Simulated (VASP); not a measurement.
# As (R-3m) in VASP: a series of runs

As is run at these levels: LDA; tasks: single point.

Everything below comes from runs of VASP 6.6.1. Logs are shortened: lines on timing, memory, paths and dates and some standing lists are left out, and cuts for length are marked.

## Step 1: The cell of the first run

The structure is trigonal, space group R-3m (No. 166). The conventional cell has a = 3.762 Å, b = 3.762 Å, c = 10.542 Å, α = 90.00°, β = 90.00°, γ = 120.00°. Within 3.3 Å of As (site symmetry 3m) lie 6 As at 2.51 to 3.14 Å.

## Step 2: Single point, LDA

INCAR

```
PREC = Accurate
ENCUT = 520
EDIFF = 1E-6
ISMEAR = 0
SIGMA = 0.02
LREAL = False
LASPH = True
NELM = 80
ALGO = Normal
ISIF = 2
LWAVE = False
LCHARG = False
GGA = CA
NBANDS = 12
```

KPOINTS

```
Automatic mesh
0
Gamma
  11 11 11
```

POSCAR

```
As
1.0
    1.8807968987      1.0858785957      3.5140619945
   -1.8807968987      1.0858785957      3.5140619945
    0.0000000000     -2.1717571915      3.5140619945
As
2
Direct
    0.2260000000      0.2260000000      0.2260000000
    0.7740000000      0.7740000000      0.7740000000
```

Potentials or basis: VASP PAW LDA potentials, release 64 (As).

Launch:

```console
> cat potpaw_LDA.64/As/POTCAR > POTCAR
> mpirun -np 1 vasp_std > vasp.out
```

OUTCAR:

```text
PREC = Accurate
   ENCUT = 520
   EDIFF = 1E-6
   ISMEAR = 0
   LREAL = False
   LASPH = True
   NELM = 80
   ISIF = 2
   GGA = CA

 ion  position               nearest neighbor table
   1  0.226  0.226  0.226-   2 2.51   2 2.51   2 2.51
   2  0.774  0.774  0.774-   1 2.51   1 2.51   1 2.51

  LATTYP: Found a trigonal (rhomboedric) cell.
 ALAT       =     4.1310000000
 COS(alpha) =     0.5854247172

  Lattice vectors:

 A1 = (   1.8807968987,   1.0858785957,   3.5140619945)
 A2 = (  -1.8807968987,   1.0858785957,   3.5140619945)
 A3 = (   0.0000000000,  -2.1717571915,   3.5140619945)

Analysis of symmetry for initial positions (statically):
=====================================================================
 Subroutine PRICEL returns:
 Original cell was already a primitive cell.

 Routine SETGRP: Setting up the symmetry group for a
 trigonal (rhombohedral) supercell.

 Subroutine GETGRP returns: Found 12 space group operations
 (whereof 12 operations were pure point group operations)
 out of a pool of 12 trial point group operations.

The static configuration has the point symmetry D_3d.

Analysis of symmetry for dynamics (positions and initial velocities):
=====================================================================
 Subroutine PRICEL returns:
 Original cell was already a primitive cell.

 Routine SETGRP: Setting up the symmetry group for a
 trigonal (rhombohedral) supercell.

 Subroutine GETGRP returns: Found 12 space group operations
 (whereof 12 operations were pure point group operations)
 out of a pool of 12 trial point group operations.

The dynamic configuration has the point symmetry D_3d.

 Subroutine INISYM returns: Found 12 space group operations
 (whereof 12 operations are pure point group operations),
 and found     1 'primitive' translations

----------------------------------------------------------------------------------------

                                     Primitive cell

  volume of cell :      43.0610

  direct lattice vectors                    reciprocal lattice vectors
     1.880796899  1.085878596  3.514061995     0.265844760  0.153485544  0.094856987
    -1.880796899  1.085878596  3.514061995    -0.265844760  0.153485544  0.094856987
     0.000000000 -2.171757191  3.514061995     0.000000000 -0.306971087  0.094856987

  length of vectors
     4.131000000  4.131000000  4.131000000     0.321292852  0.321292852  0.321292852

  position of ions in fractional coordinates (direct lattice)
[... 88 lines left out ...]
   TEBEG  =    0.0;   TEEND  =   0.0 temperature during run
   PSTRESS=    0.0 pullay stress
   NELECT =      10.0000    total number of electrons
   NUPDOWN=      -1.0000    fix difference up-down
   EMIN   =  10.00;   EMAX   =-10.00  energy-range for DOS
   EFERMI =   0.00;   METHOD = LEGACY
   ISMEAR =     0;   SIGMA  =   0.02  broadening in eV -4-tet -1-fermi 0-gaus
   EFERMI_NEDOS =   21; number of points for ismear=-14 and -15
   IALGO  =     38    algorithm
   IMIX   =      4    mixing-type and parameters
     AMIX     =   0.40;   BMIX     =  1.00
     AMIX_MAG =   1.60;   BMIX_MAG =  1.00
  volume/ion in A,a.u.               =      21.53       145.29
  Fermi-wavevector in a.u.,A,eV,Ry     =   1.006268  1.901570 13.776916  1.012575
  Thomas-Fermi vector in A             =   2.138999
   LORBIT       =      0    0 simple, 1 ext, 2 COOP (PROOUT), +10 PAW based schemes
   GGA     = CA    functional components
   LHFCALC =     F    Hartree Fock is set to
   AEXX    =    0.0000 exact exchange contribution
   IVDW    =     0    specifies the selected vdW correction
   LEPSILON=     F    determine dielectric tensor
   LRPA    =     F    only Hartree local field effects (RPA)
 non-spin polarized calculation
 Gauss-broadening in eV      SIGMA  =   0.02
  energy-cutoff  :      520.00
  volume of cell :       43.06
 maximum number of plane-waves:      1174
   NGX = 15   NGY = 15   NGZ = 15

 number of electron      10.0000000 magnetization

 Free energy of the ion-electron system (eV)
  ---------------------------------------------------
  ext. energy  EPLUGINS =         0.00000000
  ---------------------------------------------------
  free energy    TOTEN  =       -10.75936047 eV

  energy without entropy =      -10.75936047  energy(sigma->0) =      -10.75936047

 E-fermi :   5.4588     XC(G=0): -10.1557

 val. band max:        5.3938931953   @ k =   0.4545   0.3636   0.3636
 cond. band min:       5.5237882136   @ k =   0.4545   0.0909   0.0909
 fundamental gap:      0.1298950183
 Fermi energy:         5.4588442501

 k-point     1 :       0.0000    0.0000    0.0000
  band No.  band energies     occupation
      1      -9.6342      2.00000
      2      -0.4164      2.00000
      3       2.9676      2.00000
      4       3.4122      2.00000
      5       3.4122      2.00000
      6       6.9978      0.00000
      7       8.3116      0.00000
      8       8.3116      0.00000
      9      12.3274      0.00000
     10      12.3274      0.00000
     11      12.8196      0.00000
     12      14.2590      0.00000
[... 331 lines left out ...]
 k-point    24 :      -0.1818    0.1818    0.0000
  band No.  band energies     occupation
      1      -8.4298      2.00000
      2      -3.1918      2.00000
      3       1.4330      2.00000
      4       3.4750      2.00000
      5       3.7120      2.00000
      6       6.2043      0.00000
      7       6.7671      0.00000
      8       8.9306      0.00000
      9      10.6647      0.00000
     10      13.1674      0.00000
     11      15.3960      0.00000
     12      15.4839      0.00000

 [... further k-points ...]

------------------------ aborting loop because EDIFF is reached ----------------------------------------

  FORCE on cell =-STRESS in cart. coord.  units (eV):
  Direction    XX          YY          ZZ          XY          YZ          ZX
  --------------------------------------------------------------------------------------
  -------------------------------------------------------------------------------------
  Total       -0.1618487     -0.1618487     -0.4017217     -0.0000000      0.0000000      0.0000000
  in kB       -6.0219352     -6.0219352    -14.9469296     -0.0000000      0.0000000      0.0000000
  external PRESSURE =      -8.9969334 kB  Pullay stress =       0.0000000 kB

 VOLUME and BASIS-vectors are now :
 -----------------------------------------------------------------------------
  energy-cutoff  :      520.00
  volume of cell :       43.06
      direct lattice vectors                 reciprocal lattice vectors
     1.880796899  1.085878596  3.514061995     0.265844760  0.153485544  0.094856987
    -1.880796899  1.085878596  3.514061995    -0.265844760  0.153485544  0.094856987
     0.000000000 -2.171757191  3.514061995     0.000000000 -0.306971087  0.094856987

 POSITION                                       TOTAL-FORCE (eV/Angst)
 -----------------------------------------------------------------------------------
      0.00000     -0.00000      2.38253         0.000000     -0.000000      0.331917
      0.00000     -0.00000      8.15965         0.000000      0.000000     -0.331917
 -----------------------------------------------------------------------------------
    total drift:                                0.000000     -0.000000      0.000000

  FREE ENERGIE OF THE ION-ELECTRON SYSTEM (eV)
  ---------------------------------------------------
  free  energy   TOTEN  =       -10.7593604748 eV

  energy  without entropy=      -10.7593604721  energy(sigma->0) =      -10.75936047
```

Wall time 96 s (1 thread of AMD EPYC 7R13, shared host); peak memory 0.16 GiB.

What came out:

```yaml
Free_energy: -10.7594 eV
Pressure: -0.9 GPa
Largest_force: 0.332 eV/Å
Band_gap_on_the_k_mesh: zero (band 5 reaches 5.64 eV, above the bottom of band 6 at 5.28 eV)
```

Forces in eV/Å, atoms in the order of the input:
```
As   0.000  0.000  0.332
As   0.000  0.000 -0.332
```

Levels at points of the mesh, in eV from the Fermi level:
| k point | band 1 | band 2 | band 3 | band 4 | band 5 | band 6 | band 7 | band 8 | band 9 | band 10 |
| --- | --- | --- | --- | --- | --- | --- | --- | --- | --- | --- |
| (0.00, 0.00, 0.00) | -15.09 | -5.88 | -2.49 | -2.05 | -2.05 | 1.54 | 2.85 | 2.85 | 6.87 | 6.87 |

## Step 3: Single point, LDA

INCAR

```
PREC = Accurate
ENCUT = 600
EDIFF = 1E-6
ISMEAR = 0
SIGMA = 0.02
LREAL = False
LASPH = True
NELM = 120
ALGO = Normal
ISIF = 2
LWAVE = False
LCHARG = False
GGA = CA
NBANDS = 22
GGA_COMPAT = False
```

KPOINTS is that of step 2.

POSCAR is that of step 2.

Potentials or basis: VASP PAW LDA potentials, release 64 (As_d).

Launch:

```console
> cat potpaw_LDA.64/As_d/POTCAR > POTCAR
> mpirun -np 1 vasp_std > vasp.out
```

It took 49 s on 1 thread of Intel Xeon 6975P-C (Granite Rapids), shared host; peak memory 0.26 GiB.

The run converged. Its results:

```
Free energy            : -10.7585 eV
Pressure               : -1.1 GPa
Largest force          : 0.296 eV/Å
Band gap on the k mesh : zero (band 15 reaches 3.94 eV, above the bottom of band 16 at 3.58 eV)
```

Forces in eV/Å, atoms in the order of the input:
```
As   0.000  0.000  0.296
As   0.000  0.000 -0.296
```

Stress tensor (GPa, compression positive):
```
-0.87  0.00  0.00
 0.00 -0.87  0.00
 0.00  0.00 -1.65
```

Levels at points of the mesh, in eV from the Fermi level:
```csv
k point,band 12,band 13,band 14,band 15,band 16,band 17,band 18,band 19
"(0.00, 0.00, 0.00)",-5.89,-2.49,-2.04,-2.04,1.55,2.85,2.85,6.91
```
